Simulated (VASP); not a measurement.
Wanted: the native input for a VASP 6.6.1 run.

```yaml
Task: single point
Functional: PBEsol
Potentials_or_basis: VASP PAW PBE potentials, release 64 (Si)
Cutoff: 520 eV
k_mesh: 1 × 1 × 1, shifted
Occupations: fermi-dirac, width 0.05 eV
Spin: no spin polarisation
Dipole_correction: no
Further_INCAR_settings: LREAL = Auto; ALGO = Normal; EDIFF = 1e-07; NBANDS = 168; ISYM = 0
```

The structure of Si (a cell with a defect) lies in POSCAR:

```
Si
1.0
   10.8655790000      0.0000000000      0.0000000000
    0.0000000000     10.8655790000      0.0000000000
    0.0000000000      0.0000000000     10.8655790000
Si
65
Direct
    0.0003810000      0.9998240000      0.0024840000
    0.0005260000      0.0000530000      0.4998270000
    0.0003280000      0.5002510000      0.9987570000
    0.0002450000      0.4996700000      0.5010620000
    0.5007300000      0.9998690000      0.9988150000
    0.5000550000      0.9997530000      0.5011050000
    0.5010930000      0.5006300000      0.9998050000
    0.4178670000      0.4173540000      0.4244800000
    0.1256350000      0.1251280000      0.1276770000
    0.1207840000      0.1204110000      0.6308050000
    0.1238390000      0.6256780000      0.1259630000
    0.1236260000      0.6243410000      0.6285800000
    0.6261370000      0.1234580000      0.1259760000
    0.6247540000      0.1231560000      0.6285650000
    0.6257200000      0.6252880000      0.1264600000
    0.6281680000      0.6277060000      0.6266110000
    0.2498730000      0.2494610000      0.0009160000
    0.2445680000      0.2440930000      0.5093290000
    0.2514740000      0.7501980000      0.0042390000
    0.2464730000      0.7516420000      0.5049910000
    0.7506460000      0.2510520000      0.0041890000
    0.7520940000      0.2460100000      0.5050120000
    0.7497200000      0.7491900000      0.0001390000
    0.7565220000      0.7560670000      0.5081670000
    0.3762610000      0.3758480000      0.1243770000
    0.3708000000      0.3702530000      0.6318060000
    0.3770760000      0.8787250000      0.1270530000
    0.3753690000      0.8755420000      0.6269300000
    0.8792590000      0.3765560000      0.1270170000
    0.8761010000      0.3748900000      0.6268580000
    0.8748070000      0.8744160000      0.1261940000
    0.8799830000      0.8795680000      0.6296040000
    0.2507440000      0.0006690000      0.2520330000
    0.2495040000      0.9982080000      0.7530970000
    0.2485240000      0.4959760000      0.2507290000
    0.2499730000      0.5002900000      0.7524520000
    0.7503820000      0.9998380000      0.2505330000
    0.7509220000      0.0005400000      0.7536410000
    0.7535580000      0.5040610000      0.2516010000
    0.7491590000      0.4981490000      0.7500560000
    0.3732060000      0.1255480000      0.3804110000
    0.3753080000      0.1250660000      0.8759610000
    0.3660050000      0.6348280000      0.3690890000
    0.3749060000      0.6258760000      0.8771560000
    0.8757170000      0.1246960000      0.3761120000
    0.8745170000      0.1260480000      0.8795690000
    0.8769540000      0.6283170000      0.3795860000
    0.8740490000      0.6249380000      0.8749130000
    0.0012040000      0.2502590000      0.2520430000
    0.9985960000      0.2490410000      0.7532000000
    0.0002110000      0.7499390000      0.2505010000
    0.0009880000      0.7505140000      0.7536100000
    0.4963750000      0.2481440000      0.2507750000
    0.5007200000      0.2494190000      0.7525380000
    0.5045800000      0.7530730000      0.2517290000
    0.4986730000      0.7486650000      0.7501420000
    0.1260410000      0.3727530000      0.3804220000
    0.1255730000      0.3749120000      0.8758790000
    0.1251180000      0.8752230000      0.3760760000
    0.1266090000      0.8740590000      0.8794760000
    0.6353620000      0.3655700000      0.3690660000
    0.6263120000      0.3744720000      0.8771100000
    0.6288010000      0.8765660000      0.3796330000
    0.6254400000      0.8735710000      0.8750070000
    0.5774640000      0.5769970000      0.4222300000
```

These files were run (other wordings do the same):

INCAR

```
PREC = Accurate
ENCUT = 520
EDIFF = 1E-7
ISMEAR = -1
SIGMA = 0.05
LREAL = Auto
LASPH = T
NELM = 100
ALGO = Normal
ISIF = 2
LWAVE = F
LCHARG = F
GGA = PS
NBANDS = 168
ISYM = 0
```

KPOINTS

```
Automatic mesh
0
Gamma
  1 1 1
  0.25 0.25 0.25
```

Potentials or basis: VASP PAW PBE potentials, release 64 (Si).

The run is started by

```sh
$ cat potpaw_PBE.64/Si/POTCAR > POTCAR
$ mpirun -np 1 vasp_std > vasp.out
```

Results of the run:

- Pressure: 0.8 GPa
- Largest force: 0.357 eV/Å
- Band gap on the k mesh: 0.63 eV

Caveat: the k points lie up to 0.58 Å⁻¹ apart; the PAW data sets were made with another functional, which shifts forces and pressure a little.

Wall time 33 min on 1 thread of AMD EPYC 7R13 Processor (Zen 3) (shared host), peak memory 1.3 GiB.
